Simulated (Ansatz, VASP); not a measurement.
One calculation of YS, two programs

Contents of INCAR:

```
ALGO = Normal
EDIFF = 1E-8
ENCUT = 520
ISIF = 2
ISMEAR = -1
LASPH = True
LCHARG = False
LEFG = True
LREAL = False
LWAVE = False
NBANDS = 16
NELM = 100
PREC = Accurate
SIGMA = 0.01
```

File KPOINTS:

```
k-points
0
Gamma
  8 8 8
```

Contents of POSCAR:

```
YS
1.0
    0.0000000000      2.7436500000      2.7162135000
    2.7436500000      0.0000000000      2.7162135000
    2.7436500000      2.7436500000      0.0000000000
Y S
1 1
Direct
    0.5000000000      0.5000000000      0.5000000000
    0.0000000000      0.0000000000      0.0000000000
```

Input for Ansatz:

```yaml
crystal:
  lattice:
    - [0.0, 2.74365, 2.7162135]
    - [2.74365, 0.0, 2.7162135]
    - [2.74365, 2.74365, 0.0]
  atoms:
    - { symbol: "Y", position: [0.5, 0.5, 0.5] }
    - { symbol: S, position: [0.0, 0.0, 0.0] }
kpoints:
  mp_grid: { grid: [8, 8, 8] }
scf:
  occupations: { method: fermi_dirac, width: 0.01 }
hamiltonian:
  xc: lda
  pseudopotentials: { kind: all_electron, datasets: crystal }
output:
  forces: true
  stress: true
  eigenvalues: true
  efg: { contact_densities: true }
```

Change from the starting cell: zz strain of -1 %, crystal datasets.

Alike in both runs: task electric field gradients; functional LDA; k mesh 8 × 8 × 8; occupations fermi-dirac, width 0.01 eV; no spin polarisation.

|  | VASP | Ansatz |
| --- | --- | --- |
| version | VASP 6.6.1 | Ansatz 0.2.0 |
| potentials or method | VASP PAW LDA potentials, release 64 (Y_sv, S), cutoff 520 eV | all-electron PAW with datasets made for the crystal, scalar-relativistic |

Ansatz gave:

* pressure (GPa): -2.8
* traceless stress, the component that is largest in VASP (GPa): 1.60
* size of Vzz on the site where it differs most (V/Å²): 11.6

Which values does VASP return?

Pressure (GPa): -2.8; traceless stress, the component that is largest in VASP (GPa): 1.60; size of Vzz on the site where it differs most (V/Å²): 10.9.

LDA's correlation is that of Perdew and Zunger in VASP and of Perdew and Wang (1992) in Ansatz. Ansatz ran all-electron here, and VASP with PAW potentials.
